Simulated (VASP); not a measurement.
# BN (P-6m2) in VASP: further runs, part 2 of 2

VASP 6.6.1.

## Step 3: Relaxation of cell and atoms, PBE+D3(BJ)

This run uses another cell than the first one, of 9.13 Å³/atom, 1.017 times its volume.

The input, INCAR:

```
SYSTEM = BN
  PREC = Accurate
  ENCUT = 600
  EDIFF = 1E-6
  ISMEAR = 0
  SIGMA = 0.02
  LREAL = .FALSE.
  LASPH = .TRUE.
  NELM = 100
  ALGO = Normal
  ISIF = 3
  LWAVE = .FALSE.
  LCHARG = .FALSE.
  GGA = PE
  IVDW = 12
  IBRION = 2
  NSW = 100
  EDIFFG = -0.005
```

The input, KPOINTS:

```
regular mesh
0
G
  12 12 4
  0 0 0
```

The input, POSCAR:

```
BN
1.0
    2.5099983704      0.0000000000      0.0000000000
   -1.2549991852      2.1737223522      0.0000000000
    0.0000000000      0.0000000000      6.6900000000
B N
2 2
Direct
    0.0000000000      0.0000000000      0.5000000000
    0.3333333333      0.6666666667      0.0000000000
    0.0000000000      0.0000000000      0.0000000000
    0.6666666667      0.3333333333      0.5000000000
```

Potentials or basis: VASP PAW PBE potentials, release 64 (B, N).

Started as:

```
> cat potpaw_PBE.64/B/POTCAR potpaw_PBE.64/N/POTCAR > POTCAR
> mpirun -np 1 vasp_std > vasp.out
```

OUTCAR:

```text
SYSTEM = BN
   PREC = Accurate
   ENCUT = 600
   EDIFF = 1E-6
   ISMEAR = 0
   LREAL = .FALSE.
   LASPH = .TRUE.
   NELM = 100
   ISIF = 3
   GGA = PE
   IVDW = 12
   IBRION = 2
   NSW = 100
   EDIFFG = -0.005
 IVDW          = 12

 ion  position               nearest neighbor table
   1  0.000  0.000  0.500-   4 1.45   4 1.45   4 1.45
   2  0.333  0.667  0.000-   3 1.45   3 1.45   3 1.45
   3  0.000  0.000  0.000-   2 1.45   2 1.45   2 1.45
   4  0.667  0.333  0.500-   1 1.45   1 1.45   1 1.45

  LATTYP: Found a hexagonal cell.
 ALAT       =     2.5099983704
 C/A-ratio  =     2.6653403759

  Lattice vectors:

 A1 = (   2.5099983704,   0.0000000000,   0.0000000000)
 A2 = (  -1.2549991852,   2.1737223522,   0.0000000000)
 A3 = (   0.0000000000,   0.0000000000,   6.6900000000)

Analysis of symmetry for initial positions (statically):
=====================================================================
 Subroutine PRICEL returns:
 Original cell was already a primitive cell.

 Routine SETGRP: Setting up the symmetry group for a
 hexagonal supercell.

 Subroutine GETGRP returns: Found 12 space group operations
 (whereof 12 operations were pure point group operations)
 out of a pool of 24 trial point group operations.

The static configuration has the point symmetry D_3h.

Analysis of symmetry for dynamics (positions and initial velocities):
[... 288 lines left out ...]

[... ionic steps 4 to 8 ...]

--------------------------------------- Ionic step        9  -------------------------------------------

 number of electron      15.9999998 magnetization

------------------------ aborting loop because EDIFF is reached ----------------------------------------
[... 79 lines left out ...]
--------------------------------------- Ionic step       11  -------------------------------------------

 number of electron      15.9999998 magnetization

 Free energy of the ion-electron system (eV)
  ---------------------------------------------------
  ext. energy  EPLUGINS =         0.00000000
  ---------------------------------------------------
  free energy    TOTEN  =       -35.15172965 eV

  energy without entropy =      -35.15172965  energy(sigma->0) =      -35.15172965

 E-fermi :   2.5892     XC(G=0): -10.1842

 val. band max:        2.4553473879   @ k =   0.3333   0.3333   0.5000
 cond. band min:       6.7984304617   @ k =   0.5000   0.0000   0.0000
 fundamental gap:      4.3430830737
 Fermi energy:         2.5891751353

 k-point     1 :       0.0000    0.0000    0.0000
  band No.  band energies     occupation
      1     -15.4218      2.00000
      2     -15.0718      2.00000
      3      -3.8774      2.00000
      4      -1.5943      2.00000
      5       1.0148      2.00000
      6       1.0148      2.00000
      7       1.1381      2.00000
      8       1.1381      2.00000
      9       7.7400      0.00000
     10      12.8282      0.00000
     11      13.9138      0.00000
     12      13.9138      0.00000
[... 331 lines left out ...]
 k-point    24 :       0.3333    0.0000    0.2500
  band No.  band energies     occupation
      1     -13.4099      2.00000
      2     -13.2055      2.00000
      3      -4.5355      2.00000
      4      -4.3903      2.00000
      5      -1.2274      2.00000
      6      -1.0993      2.00000
      7      -0.8090      2.00000
      8       0.4563      2.00000
      9       9.2135      0.00000
     10       9.7956      0.00000
     11      11.4646      0.00000
     12      12.6288      0.00000

 [... further k-points ...]

------------------------ aborting loop because EDIFF is reached ----------------------------------------

 Edisp (eV)   -0.57538

 E8    (eV) :    -0.1689
[... 27 lines left out ...]
  FREE ENERGIE OF THE ION-ELECTRON SYSTEM (eV)
  ---------------------------------------------------
  free  energy   TOTEN  =       -35.7271095356 eV

  energy  without entropy=      -35.7271095356  energy(sigma->0) =      -35.72710954

 reached required accuracy - stopping structural energy minimisation
```

CONTCAR:

```text
BN
   1.00000000000000
     2.5059375045030725    0.0000000000000000   -0.0000000000000000
    -1.2529687522515363    2.1702055391720156    0.0000000000000000
    -0.0000000000000000    0.0000000000000000    6.5319769244107864
  B               N
     2     2
Direct
     0.0000000000000000    0.0000000000000000    0.5000000000000000
     0.3333333332999970    0.6666666667000030    0.0000000000000000
     0.0000000000000000    0.0000000000000000    0.0000000000000000
     0.6666666667000030    0.3333333332999970    0.5000000000000000

  0.00000000E+00  0.00000000E+00  0.00000000E+00
  0.00000000E+00  0.00000000E+00  0.00000000E+00
  0.00000000E+00  0.00000000E+00  0.00000000E+00
  0.00000000E+00  0.00000000E+00  0.00000000E+00
```

Wall time 1.7 min (1 thread of Intel Xeon Platinum 8488C (Sapphire Rapids), shared host); peak memory 0.19 GiB.

Results:

```yaml
Free_energy: -35.7271 eV
Relaxed_volume: 8.88 Å³/atom
Relaxed_cell: a = 2.506 Å, b = 2.506 Å, c = 6.532 Å, α = 90.00°, β = 90.00°, γ = 120.00°
Space_group_after_relaxing_to_0.05_Å: P-6m2 (No. 187)
Energy_gained_by_relaxing: 0.6 meV/atom
Ionic_steps: 11
Pressure_after_relaxing: 0.0 GPa
Band_gap_on_the_k_mesh: 4.34 eV, indirect (least direct gap 4.45 eV)
Dispersion_energy_per_atom: -0.144 eV
```

The path:
| step | energy change (eV) | largest force (eV/Å) | pressure (GPa) | volume (Å³) |
| --- | --- | --- | --- | --- |
| 1 | 0.0000 | 0.0000 | -1.30 | 36.50 |
| 2 | 0.0013 | 0.0000 | 1.92 | 36.11 |
| 3 | -0.0007 | 0.0000 | -0.13 | 36.36 |
| 4 | -0.0009 | 0.0000 | -0.09 | 36.30 |
| 5 | -0.0015 | 0.0000 | -0.06 | 36.11 |
| 6 | -0.0023 | 0.0000 | 0.04 | 35.75 |
| 7 | -0.0017 | 0.0000 | 0.27 | 35.02 |
| 8 | -0.0024 | 0.0000 | 0.10 | 35.54 |
| 9 | -0.0024 | 0.0000 | 0.11 | 35.51 |
| 10 | -0.0021 | 0.0000 | -0.86 | 35.60 |
| 11 | -0.0024 | 0.0000 | 0.01 | 35.52 |

Final structure:
```
B N
1.0
     2.50594    0.00000    0.00000
    -1.25297    2.17021    0.00000
     0.00000    0.00000    6.53198
B N
2 2
Direct
  0.00000 0.00000 0.50000
  0.33333 0.66667 0.00000
  0.00000 0.00000 0.00000
  0.66667 0.33333 0.50000
```

Levels at points of the mesh, in eV from the valence-band top:
| k point | band 6 | band 7 | band 8 | band 9 | band 10 | band 11 |
| --- | --- | --- | --- | --- | --- | --- |
| (0.00, 0.00, 0.00) | -1.44 | -1.32 | -1.32 | 5.28 | 10.37 | 11.46 |
| (0.50, 0.00, 0.00) | -4.10 | -1.37 | -0.70 | 4.34 | 5.54 | 9.59 |
| (0.00, 0.00, 0.50) | -1.44 | -1.32 | -1.32 | 7.70 | 7.74 | 11.47 |
| (0.50, 0.00, 0.50) | -4.11 | -1.03 | -0.91 | 4.61 | 4.68 | 9.80 |

A k mesh can miss the band edges. PBE gaps usually lie below the measured ones, often by a third to a half.
